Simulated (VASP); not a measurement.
# InP2 (R-3m) in VASP: a series of runs

InP2 is run at these levels: PBE; tasks: single point, relaxation of cell and atoms.

Program: VASP 6.6.1. These are calculated values, not measurements. Logs are shortened: lines on timing, memory, paths and dates and some standing lists are left out, and cuts for length are marked.

## (1) The cell of the first run

It takes space group R-3m (No. 166, trigonal). The conventional cell has a = 4.092 Å, b = 4.092 Å, c = 14.511 Å, α = 90.00°, β = 90.00°, γ = 120.00°. Within 3.6 Å of In (site symmetry -3m) lie 6 P at 2.73 Å. Within 2.8 Å of P (site symmetry 3m) lie 1 P at 2.09 Å and 3 In at 2.73 Å.

The cell was built from a structure type or drawn by symmetry, and may not be a known phase.

## (2) Single point, PBE

INCAR reads:

```
SYSTEM = InP2
PREC = Accurate
ENCUT = 520
EDIFF = 1E-7
ISMEAR = 0
SIGMA = 0.1
LREAL = .False.
LASPH = .True.
NELM = 80
ALGO = Normal
ISIF = 2
LWAVE = .False.
LCHARG = .False.
GGA = PE
NBANDS = 18
```

KPOINTS reads:

```
Automatic mesh
0
Gamma
  12 12 12
  0 0 0
```

POSCAR reads:

```
InP2
1.0
    2.0460668336      1.1812972372      4.8371266117
   -2.0460668336      1.1812972372      4.8371266117
    0.0000000000     -2.3625944743      4.8371266117
In P
1 2
Direct
    0.0000000000      0.0000000000      0.0000000000
    0.4280904548      0.4280904548      0.4280904548
    0.5719095452      0.5719095452      0.5719095452
```

Potentials or basis: VASP PAW PBE potentials, release 64 (In_d, P).

The run is started by

```sh
cat potpaw_PBE.64/In_d/POTCAR potpaw_PBE.64/P/POTCAR > POTCAR
mpirun -np 1 vasp_std > vasp.out
```

OUTCAR:

```text
SYSTEM = InP2
   PREC = Accurate
   ENCUT = 520
   EDIFF = 1E-7
   ISMEAR = 0
   LREAL = .False.
   LASPH = .True.
   NELM = 80
   ISIF = 2
   GGA = PE

 ion  position               nearest neighbor table
   1  0.000  0.000  0.000-   3 2.73   3 2.73   2 2.73   2 2.73   3 2.73   2 2.73
   2  0.428  0.428  0.428-   3 2.09   1 2.73   1 2.73   1 2.73
   3  0.572  0.572  0.572-   2 2.09   1 2.73   1 2.73   1 2.73

  LATTYP: Found a trigonal (rhomboedric) cell.
 ALAT       =     5.3832747011
 COS(alpha) =     0.7110807072

  Lattice vectors:

 A1 = (   2.0460668336,   1.1812972372,   4.8371266117)
 A2 = (  -2.0460668336,   1.1812972372,   4.8371266117)
 A3 = (   0.0000000000,  -2.3625944743,   4.8371266117)

Analysis of symmetry for initial positions (statically):
=====================================================================
 Subroutine PRICEL returns:
 Original cell was already a primitive cell.

 Routine SETGRP: Setting up the symmetry group for a
 trigonal (rhombohedral) supercell.

 Subroutine GETGRP returns: Found 12 space group operations
 (whereof 12 operations were pure point group operations)
 out of a pool of 12 trial point group operations.

The static configuration has the point symmetry D_3d.

Analysis of symmetry for dynamics (positions and initial velocities):
=====================================================================
 Subroutine PRICEL returns:
 Original cell was already a primitive cell.

 Routine SETGRP: Setting up the symmetry group for a
 trigonal (rhombohedral) supercell.

 Subroutine GETGRP returns: Found 12 space group operations
 (whereof 12 operations were pure point group operations)
 out of a pool of 12 trial point group operations.

The dynamic configuration has the point symmetry D_3d.

 Subroutine INISYM returns: Found 12 space group operations
 (whereof 12 operations are pure point group operations),
 and found     1 'primitive' translations

----------------------------------------------------------------------------------------

                                     Primitive cell

  volume of cell :      70.1484

  direct lattice vectors                    reciprocal lattice vectors
     2.046066834  1.181297237  4.837126612     0.244371294  0.141087832  0.068911434
    -2.046066834  1.181297237  4.837126612    -0.244371294  0.141087832  0.068911434
     0.000000000 -2.362594474  4.837126612     0.000000000 -0.282175665  0.068911434

  length of vectors
     5.383274701  5.383274701  5.383274701     0.290468400  0.290468400  0.290468400

  position of ions in fractional coordinates (direct lattice)
     0.000000000  0.000000000  0.000000000
     0.428090455  0.428090455  0.428090455
     0.571909545  0.571909545  0.571909545

  ion indices of the primitive-cell ions
   primitive index   ion index
                 1           1
                 2           2
                 3           3

----------------------------------------------------------------------------------------

 KPOINTS: Automatic mesh

Automatic generation of k-mesh.
 Grid dimensions read from file:
 generate k-points for:   12   12   12

 Generating k-lattice:

  Cartesian coordinates                     Fractional coordinates (reciprocal lattice)
     0.020364275  0.011757319  0.005742620     0.083333333  0.000000000  0.000000000
    -0.020364275  0.011757319  0.005742620     0.000000000  0.083333333  0.000000000
     0.000000000 -0.023514639  0.005742620    -0.000000000 -0.000000000  0.083333333

  Length of vectors
     0.024205700  0.024205700  0.024205700

  Shift w.r.t. Gamma in fractional coordinates (k-lattice)
     0.000000000  0.000000000  0.000000000

 Subroutine IBZKPT returns following result:
 ===========================================

 Found    189 irreducible k-points:

 Following reciprocal coordinates:
            Coordinates               Weight
  0.000000  0.000000  0.000000      1.000000
  0.083333 -0.000000 -0.000000      6.000000
  0.166667 -0.000000 -0.000000      6.000000
  0.250000 -0.000000 -0.000000      6.000000
  0.333333 -0.000000 -0.000000      6.000000
  0.416667 -0.000000 -0.000000      6.000000
[... 16 lines left out ...]
  0.500000  0.166667  0.000000     12.000000
 -0.416667  0.166667  0.000000     12.000000
 [... further k-points ...]
   k-points           NKPTS =    189   k-points in BZ     NKDIM =    189   number of bands    NBANDS=     18
   number of dos      NEDOS =    301   number of ions     NIONS =      3
   total plane-waves  NPLWV =  64000
   dimension x,y,z NGX =    40 NGY =   40 NGZ =   40
   dimension x,y,z NGXF=    80 NGYF=   80 NGZF=   80
   ions per type =               1   2
   NGX,Y,Z   is equivalent  to a cutoff of  12.35, 12.35, 12.35 a.u.
   NGXF,Y,Z  is equivalent  to a cutoff of  24.71, 24.71, 24.71 a.u.
 SYSTEM =  InP2
   PREC   = accura    normal or accurate (medium, high low for compatibility)
   ISTART =      0    job   : 0-new  1-cont  2-samecut
   ICHARG =      2    charge: 1-file 2-atom 10-const
   ISPIN  =      1    spin polarized calculation?
   LNONCOLLINEAR =      F non collinear calculations
   LSORBIT =      F    spin-orbit coupling
   LASPH  =      T    aspherical Exc in radial PAW
   ENCUT  =  520.0 eV  38.22 Ry    6.18 a.u.  10.01 10.01 10.01*2*pi/ulx,y,z
   NELM   =     80;   NELMIN=  2; NELMDL= -5     # of ELM steps
   EDIFF  = 0.1E-06   stopping-criterion for ELM
   LREAL  =      F    real-space projection
   EDIFFG = 0.1E-05   stopping-criterion for IOM
   NSW    =      0    number of steps for IOM
   IBRION =     -1    ionic relax: 0-MD 1-quasi-New 2-CG
   NFREE  =      0    steps in history (QN), initial steepest desc. (CG)
   ISIF   =      2    stress and relaxation
   ISYM   =      2    0-nonsym 1-usesym 2-fastsym
   POTIM  = 0.5000    time-step for ionic-motion
   TEBEG  =    0.0;   TEEND  =   0.0 temperature during run
   PSTRESS=    0.0 pullay stress
   NELECT =      23.0000    total number of electrons
   NUPDOWN=      -1.0000    fix difference up-down
   EMIN   =  10.00;   EMAX   =-10.00  energy-range for DOS
   EFERMI =   0.00;   METHOD = LEGACY
   ISMEAR =     0;   SIGMA  =   0.10  broadening in eV -4-tet -1-fermi 0-gaus
   EFERMI_NEDOS =   21; number of points for ismear=-14 and -15
   IALGO  =     38    algorithm
   IMIX   =      4    mixing-type and parameters
     AMIX     =   0.40;   BMIX     =  1.00
     AMIX_MAG =   1.60;   BMIX_MAG =  1.00
  volume/ion in A,a.u.               =      23.38       157.79
  Fermi-wavevector in a.u.,A,eV,Ry     =   1.128872  2.133260 17.338625  1.274353
  Thomas-Fermi vector in A             =   2.265564
   LORBIT       =      0    0 simple, 1 ext, 2 COOP (PROOUT), +10 PAW based schemes
   GGA     = PE    functional components
   LHFCALC =     F    Hartree Fock is set to
   AEXX    =    0.0000 exact exchange contribution
   IVDW    =     0    specifies the selected vdW correction
   LEPSILON=     F    determine dielectric tensor
   LRPA    =     F    only Hartree local field effects (RPA)
 non-spin polarized calculation
 Gauss-broadening in eV      SIGMA  =   0.10
  energy-cutoff  :      520.00
  volume of cell :       70.15
 maximum number of plane-waves:      1912
   NGX = 21   NGY = 21   NGZ = 21

 number of electron      22.9999998 magnetization

 Free energy of the ion-electron system (eV)
  ---------------------------------------------------
  ext. energy  EPLUGINS =         0.00000000
  ---------------------------------------------------
  free energy    TOTEN  =       -13.18323852 eV

  energy without entropy =      -13.17807679  energy(sigma->0) =      -13.18065766

 E-fermi :   5.5151     XC(G=0):  -9.4621

 val. band max:        5.5097143217   @ k =  -0.2500  -0.4167   0.1667
 cond. band min:       5.5186329188   @ k =  -0.2500   0.2500   0.2500
 fundamental gap:      0.0089185971
 Fermi energy:         5.5150849060

 k-point     1 :       0.0000    0.0000    0.0000
  band No.  band energies     occupation
      1      -9.0419      2.00000
      2      -9.0419      2.00000
      3      -8.9720      2.00000
      4      -8.9230      2.00000
      5      -8.9230      2.00000
      6      -7.4765      2.00000
[... 10 lines left out ...]
     17      11.6066      0.00000
     18      12.3285      0.00000

 k-point     2 :       0.0833   -0.0000   -0.0000
  band No.  band energies     occupation
      1      -9.0492      2.00000
      2      -9.0382      2.00000
      3      -8.9672      2.00000
      4      -8.9255      2.00000
      5      -8.9226      2.00000
      6      -7.4291      2.00000
[... 10 lines left out ...]
     17      11.3925      0.00000
     18      11.9786      0.00000

 k-point     3 :       0.1667   -0.0000   -0.0000
  band No.  band energies     occupation
      1      -9.0704      2.00000
      2      -9.0287      2.00000
      3      -8.9545      2.00000
      4      -8.9313      2.00000
      5      -8.9208      2.00000
      6      -7.2924      2.00000
[... 10 lines left out ...]
     17      11.0082      0.00000
     18      12.4376      0.00000

 k-point     4 :       0.2500   -0.0000   -0.0000
  band No.  band energies     occupation
      1      -9.1006      2.00000
      2      -9.0178      2.00000
      3      -8.9459      2.00000
      4      -8.9298      2.00000
      5      -8.9160      2.00000
      6      -7.0864      2.00000
[... 375 lines left out ...]
      4      -8.9250      2.00000
      5      -8.9001      2.00000
      6      -6.6355      2.00000
[... 10 lines left out ...]
     17      12.8237      0.00000
     18      13.2968      0.00000

 k-point    23 :       0.5000    0.1667    0.0000
  band No.  band energies     occupation
      1      -9.1416      2.00000
      2      -9.0455      2.00000
      3      -8.9468      2.00000
      4      -8.9145      2.00000
      5      -8.8970      2.00000
      6      -6.4741      2.00000
[... 10 lines left out ...]
     17      12.7829      0.00000
     18      14.2444      0.00000

 k-point    24 :      -0.4167    0.1667    0.0000
  band No.  band energies     occupation
      1      -9.1431      2.00000
      2      -9.0482      2.00000
      3      -8.9482      2.00000
      4      -8.9073      2.00000
      5      -8.8990      2.00000
      6      -6.4421      2.00000
[... 10 lines left out ...]
     17      12.8084      0.00000
     18      14.0021      0.00000

 [... further k-points ...]

------------------------ aborting loop because EDIFF is reached ----------------------------------------

  FORCE on cell =-STRESS in cart. coord.  units (eV):
  Direction    XX          YY          ZZ          XY          YZ          ZX
  --------------------------------------------------------------------------------------
  -------------------------------------------------------------------------------------
  Total       -0.0139132     -0.0139132     -0.1220279     -0.0000000     -0.0000000      0.0000000
  in kB       -0.3177755     -0.3177755     -2.7870963     -0.0000000     -0.0000000      0.0000000
  external PRESSURE =      -1.1408824 kB  Pullay stress =       0.0000000 kB

 VOLUME and BASIS-vectors are now :
 -----------------------------------------------------------------------------
  energy-cutoff  :      520.00
  volume of cell :       70.15
      direct lattice vectors                 reciprocal lattice vectors
     2.046066834  1.181297237  4.837126612     0.244371294  0.141087832  0.068911434
    -2.046066834  1.181297237  4.837126612    -0.244371294  0.141087832  0.068911434
     0.000000000 -2.362594474  4.837126612     0.000000000 -0.282175665  0.068911434

 POSITION                                       TOTAL-FORCE (eV/Angst)
 -----------------------------------------------------------------------------------
      0.00000      0.00000      0.00000         0.000000      0.000000      0.000000
      0.00000      0.00000      6.21218         0.000000      0.000000      0.051811
      0.00000      0.00000      8.29920         0.000000     -0.000000     -0.051811
 -----------------------------------------------------------------------------------
    total drift:                                0.000000     -0.000000     -0.000000

  FREE ENERGIE OF THE ION-ELECTRON SYSTEM (eV)
  ---------------------------------------------------
  free  energy   TOTEN  =       -13.1832385236 eV

  energy  without entropy=      -13.1780767890  energy(sigma->0) =      -13.18065766
```

Wall time 2.7 min (1 thread of AMD EPYC 9R45 (Zen 5), shared host); peak memory 0.37 GiB.

Results:

```
Free energy            : -13.1832 eV
Pressure               : -0.1 GPa
Largest force          : 0.052 eV/Å
Band gap on the k mesh : zero (an odd number of electrons rules out a gap without spin polarisation)
```

Forces in eV/Å, atoms in the order of the input:
```
In   0.000  0.000  0.000
P    0.000  0.000  0.052
P    0.000  0.000 -0.052
```

Levels at points of the mesh, in eV from the Fermi level:
| k point | band 9 | band 10 | band 11 | band 12 | band 13 | band 14 |
| --- | --- | --- | --- | --- | --- | --- |
| (0.00, 0.00, 0.00) | -1.83 | -1.83 | 0.72 | 0.72 | 1.87 | 3.06 |
| (0.50, 0.00, 0.00) | -4.97 | -1.72 | -1.67 | -1.56 | 0.43 | 3.42 |
| (0.50, 0.50, 0.00) | -4.39 | -3.18 | -1.89 | 1.38 | 2.15 | 2.34 |
| (0.50, 0.50, 0.50) | -1.63 | -1.63 | 0.23 | 0.23 | 0.36 | 1.69 |

Caveat: spin-orbit coupling is left out, which moves the levels of the heavy elements.

## (3) Relaxation of cell and atoms, PBE

INCAR reads:

```
PREC     = Accurate       # precision mode
ENCUT    = 600            # plane-wave cutoff, eV
EDIFF    = 1E-6           # SCF threshold, eV
ISMEAR   = 0              # smearing method
SIGMA    = 0.1            # smearing width, eV
LREAL    = F              # projectors in reciprocal space
LASPH    = T              # aspherical terms in the spheres
NELM     = 60             # most SCF steps
ALGO     = Normal         # electronic algorithm
ISIF     = 3              # what is computed and relaxed
LWAVE    = F              # write WAVECAR
LCHARG   = F              # write CHGCAR
GGA      = PE             # functional
IBRION   = 2              # ionic algorithm
NSW      = 100            # ionic steps
EDIFFG   = -0.01          # ionic threshold
```

KPOINTS reads:

```
regular mesh
0
Gamma
  12 12 12
```

POSCAR reads:

```
InP2
1.0
    2.0513520840      1.1843486779      4.8071773596
   -2.0513520840      1.1843486779      4.8071773596
    0.0000000000     -2.3686973557      4.8071773596
In P
1 2
Direct
    0.0000000000      0.0000000000      0.0000000000
    0.4276695870      0.4276695870      0.4276695870
    0.5723304130      0.5723304130      0.5723304130
```

Potentials or basis: VASP PAW PBE potentials, release 64 (In_d, P).

The run is started by

```sh
cat potpaw_PBE.64/In_d/POTCAR potpaw_PBE.64/P/POTCAR > POTCAR
mpirun -np 1 vasp_std > vasp.out
```

It took 14 min on 1 thread of AMD EPYC 9R45 (Zen 5), shared host; peak memory 0.48 GiB.

Results (log left out):

| Quantity | Value |
| --- | --- |
| Free energy | -13.1837 eV |
| Relaxed volume | 23.36 Å³/atom |
| Relaxed cell | a = 5.381 Å, b = 5.381 Å, c = 5.381 Å, α = 44.69°, β = 44.69°, γ = 44.69° |
| Space group after relaxing (to 0.1 Å) | R-3m (No. 166) |
| Energy gained by relaxing | 0.3 meV/atom |
| Ionic steps | 7 |
| Pressure after relaxing | 0.0 GPa |
| Largest force after relaxing | 0.004 eV/Å |
| Band gap on the k mesh | zero (an odd number of electrons rules out a gap without spin polarisation) |

Forces on the atoms (eV/Å):
```
In   0.000  0.000  0.000
P    0.000  0.000  0.004
P    0.000  0.000 -0.004
```

Step by step:
| step | energy change (eV) | largest force (eV/Å) | pressure (GPa) | volume (Å³) |
| --- | --- | --- | --- | --- |
| 1 | 0.0000 | 0.0729 | 0.08 | 70.07 |
| 2 | -0.0007 | 0.0221 | -0.01 | 70.20 |
| 3 | -0.0008 | 0.0182 | -0.09 | 70.29 |
| 4 | -0.0010 | 0.0343 | -0.10 | 70.18 |
| 5 | -0.0010 | 0.0251 | -0.09 | 70.20 |
| 6 | -0.0010 | 0.0151 | 0.11 | 69.99 |
| 7 | -0.0010 | 0.0044 | 0.01 | 70.09 |

Final structure:
```
In P
1.0
     2.04581    1.18115    4.83453
    -2.04581    1.18115    4.83453
     0.00000   -2.36230    4.83453
In P
1 2
Direct
  0.00000 0.00000 0.00000
  0.42817 0.42817 0.42817
  0.57183 0.57183 0.57183
```

Levels at points of the mesh, in eV from the Fermi level:
| k point | band 9 | band 10 | band 11 | band 12 | band 13 | band 14 |
| --- | --- | --- | --- | --- | --- | --- |
| (0.00, 0.00, 0.00) | -1.84 | -1.84 | 0.72 | 0.72 | 1.87 | 3.06 |
| (0.50, 0.00, 0.00) | -4.97 | -1.73 | -1.67 | -1.56 | 0.42 | 3.42 |
| (0.50, 0.50, 0.00) | -4.40 | -3.19 | -1.89 | 1.38 | 2.15 | 2.35 |
| (0.50, 0.50, 0.50) | -1.64 | -1.64 | 0.23 | 0.23 | 0.37 | 1.69 |

Caveat: spin-orbit coupling is left out, which moves the levels of the heavy elements.
